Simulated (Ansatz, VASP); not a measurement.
Ga5P6: VASP beside Ansatz

```
P Ga
1.0
     3.89267    0.00000    0.00000
     0.00000    3.89267    0.00000
     0.00000    0.00000   28.76268
P Ga
6 5
Direct
  0.00000 0.50000 0.26075
  0.50000 0.00000 0.35645
  0.00000 0.50000 0.45215
  0.50000 0.00000 0.54785
  0.00000 0.50000 0.64355
  0.50000 0.00000 0.73925
  0.50000 0.50000 0.30860
  0.00000 0.00000 0.40430
  0.50000 0.50000 0.50000
  0.00000 0.00000 0.59570
  0.50000 0.50000 0.69140
```

Alike in both runs: task single point; functional PBE; k mesh 7 × 7 × 1; occupations gaussian, width 0.05 eV; no spin polarisation.

|  | VASP | Ansatz |
| --- | --- | --- |
| version | VASP 6.6.1 | Ansatz 0.2.0 |
| potentials or method | VASP PAW PBE potentials, release 64 (P, Ga_d), cutoff 520 eV | scalar-relativistic, plane waves, PAW |
| valence electrons in the cell | 95 | 95 |

|  | VASP | Ansatz | Ansatz less VASP |
| --- | --- | --- | --- |
| gap on the k mesh at the Fermi level (eV) | none | none | - |
| rms of the force components (eV/Å) | 0.128 | 0.126 | -0.0014 |
| work function, face that differs most (eV) | 6.26 | 6.27 | +0.007 |

A gap of «none» marks a metal or a gap that the smearing closes.
